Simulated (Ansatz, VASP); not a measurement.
One calculation of MgCdSe, two programs

```xyz
3
Lattice="4.7152 0.0000 0.0000 -2.3576 4.0835 0.0000 0.0000 0.0000 3.7103" Properties=species:S:1:pos:R:3 pbc="T T T"
Mg    2.3576    1.3612    1.8551
Cd    0.0000    2.7223    0.0000
Se    0.0000    0.0000    0.0000
```

Change from the starting cell: species swapped into the PrNiAs type (P-6m2, No. 187).

Alike in both runs: functional PBE; k mesh 6 × 6 × 6; occupations gaussian, width 0.1 eV; no spin polarisation.

Ansatz relaxed the structure, and its values are those at the end. VASP's run is a single point on that final structure, the one shown.

|  | VASP | Ansatz |
| --- | --- | --- |
| version | VASP 6.6.1 | Ansatz 0.2.0 |
| potentials or method | VASP PAW PBE potentials, release 64 (Mg, Cd, Se), cutoff 520 eV | scalar-relativistic, plane waves, PAW |
| valence electrons in the cell | 20 | 46 |

Ansatz gave:

- gap on the k mesh at the Fermi level (eV): none
- pressure (GPa): 0.4

Problem. What did VASP give for the same quantities?

Solution. gap on the k mesh at the Fermi level (eV): none; pressure (GPa): 0.5.

A gap of «none» marks a metal or a gap that the smearing closes. With one functional, cell and mesh, what is left measures potentials, basis and numerics. VASP's potentials hold 20 valence electrons a cell and Ansatz's 46, so a difference there can come from the potentials and not from the codes.
